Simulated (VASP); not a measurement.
A run of VASP 6.6.1 is set up as follows.

File INCAR:

```
  PREC = Accurate
  ENCUT = 520
  EDIFF = 1E-6
  ISMEAR = 0
  SIGMA = 0.01
  LREAL = F
  LASPH = T
  NELM = 80
  ALGO = Normal
  ISIF = 2
  LWAVE = F
  LCHARG = T
  GGA = PE
  LELF = T
  LVHAR = T
  NBANDS = 11
```

File KPOINTS:

```
Automatic mesh
0
Gamma
  8 8 8
```

File POSCAR:

```
C
1.0
    0.0000000000      1.7469644787      1.7469644787
    1.7469644787      0.0000000000      1.7469644787
    1.7469644787      1.7469644787      0.0000000000
C
2
Direct
    0.0000000000      0.0000000000      0.0000000000
    0.2500000000      0.2500000000      0.2500000000
```

Potentials or basis: VASP PAW PBE potentials, release 64 (C).

Run with:

```bash
$ cat potpaw_PBE.64/C/POTCAR > POTCAR
$ mpirun -np 1 vasp_std > vasp.out
```

(1) What does it give for the band gap on the k mesh?

(2) Estimate the pressure.

Results:

(1) 4.27 eV, indirect (least direct gap 5.76 eV).

(2) 33.2 GPa.
